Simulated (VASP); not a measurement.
# C: single point with PBE

The system is C.

```
C
1.0
     3.56700    0.00000    0.00000
     0.00000    3.56700    0.00000
     0.00000    0.00000    3.56700
C
8
Direct
  0.01121 0.00673 0.00505
  0.25000 0.25000 0.25000
  0.00000 0.50000 0.50000
  0.25000 0.75000 0.75000
  0.50000 0.00000 0.50000
  0.75000 0.25000 0.75000
  0.50000 0.50000 0.00000
  0.75000 0.75000 0.25000
```

| Property | Result |
| --- | --- |
| Program | VASP 6.6.1 |
| Task | single point |
| Functional | PBE |
| Potentials or basis | VASP PAW PBE potentials, release 64 (C) |
| Cutoff | 600 eV |
| k mesh | 1 × 1 × 1, shifted |
| Occupations | gaussian, width 0.01 eV |
| Spin | no spin polarisation |

The pressure is 20.7 GPa. The largest force is 2.678 eV/Å and the band gap on the k mesh is 10.51 eV.

Forces on the atoms (eV/Å):
```
C   -2.107 -1.305 -1.014
C    0.704  0.510  0.438
C   -0.404  0.066  0.045
C    0.489  0.300  0.229
C    0.117 -0.241  0.045
C    0.537  0.249  0.272
C    0.117  0.066 -0.180
C    0.549  0.356  0.164
```

Stress tensor (GPa, compression positive):
```
20.65  0.97  1.19
 0.97 20.74  1.83
 1.19  1.83 20.76
```

Levels at points of the mesh, in eV from the valence-band top:
```tsv
k point	band 13	band 14	band 15	band 16	band 17	band 18	band 19	band 20
(0.50, 0.50, 0.50)	-0.26	-0.25	-0.11	0.00	10.51	10.58	10.92	10.92
```

Wall time 7.8 s on 1 thread of Intel Xeon 8259CL (shared host), peak memory 0.14 GiB.

Caveat: the k points lie up to 1.76 Å⁻¹ apart; forces of over 1 eV/Å act on the atoms, so gaps and moduli don't describe the material at rest. PBE gaps usually lie below the measured ones, often by a third to a half.
